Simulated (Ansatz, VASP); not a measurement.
**One calculation of CaI, two programs**

Contents of POSCAR:

```
CaI
1.0
    4.1468204634      0.0000000000      0.0000000000
   -2.0734102317      3.5912518662      0.0000000000
    0.0000000000      0.0000000000      4.5762290000
I Ca
1 1
Direct
    0.6666666667      0.3333333333      0.0000000000
    0.0000000000      0.0000000000      0.5000000000
```

Contents of INCAR.step1:

```
  ALGO = Normal
  EDIFF = 1E-5
  ENCUT = 400
  GGA = PE
  GGA_COMPAT = False
  ISIF = 2
  ISMEAR = -1
  LASPH = True
  LCHARG = False
  LREAL = False
  LWAVE = True
  NBANDS = 16
  NELM = 120
  PREC = Accurate
  SIGMA = 0.05
```

File INCAR.step2:

```
  AEXX = 0.25
  ALGO = Normal
  EDIFF = 1E-6
  ENCUT = 400
  GGA = PE
  GGA_COMPAT = False
  HFSCREEN = 0.2
  ISIF = 2
  ISMEAR = -1
  ISTART = 1
  LASPH = True
  LCHARG = False
  LHFCALC = True
  LREAL = False
  LWAVE = False
  NBANDS = 16
  NELM = 120
  PREC = Accurate
  PRECFOCK = Normal
  SIGMA = 0.05
```

The input KPOINTS:

```
k-points
0
Gamma
  4 4 3
```

input.yaml

```yaml
crystal:
  lattice:
    - [4.1468204634, 0.0, 0.0]
    - [-2.0734102317, 3.5912518662, 0.0]
    - [0.0, 0.0, 4.576229]
  atoms:
    - { symbol: I, position: [0.6666666667, 0.3333333333, 0.0] }
    - { symbol: Ca, position: [0.0, 0.0, 0.5] }
hamiltonian:
  xc: { exchange: pbe, correlation: pbe, exx: { coeff: 0.25, omega: 0.2 } }
  pseudopotentials: { kind: paw }
kpoints:
  mp_grid: { grid: [4, 4, 3] }
scf:
  occupations: { method: fermi_dirac, width: 0.05 }
output:
  forces: true
  stress: true
  eigenvalues: true
```

Alike in both runs: task single point; functional PBE-based screened hybrid; k mesh 4 × 4 × 3; occupations fermi-dirac, width 0.05 eV; no spin polarisation.

```csv
,VASP,Ansatz
version,VASP 6.6.1,Ansatz 0.2.0
potentials or method,"VASP PAW PBE potentials, release 64 (I, Ca_sv)",Ansatz PAW
plane-wave cutoff (eV),400,420
valence electrons in the cell,17,27
```

VASP gave:

```
gap on the k mesh at the Fermi level (eV)                     : none
pressure (GPa)                                                : -0.5
traceless stress, the component that is largest in VASP (GPa) : -0.12
```

**Question.** Which values does Ansatz return?

**Answer.** gap on the k mesh at the Fermi level (eV): none; pressure (GPa): -0.5; traceless stress, the component that is largest in VASP (GPa): -0.14.

VASP's potentials were made for PBE, not for PBE-based screened hybrid. A gap of «none» marks a metal or a gap that the smearing closes. VASP's potentials hold 17 valence electrons a cell and Ansatz's 27, so a difference there can come from the potentials and not from the codes.

The k mesh is coarse, so the values compare programs but aren't converged. Spin-orbit coupling is off throughout.
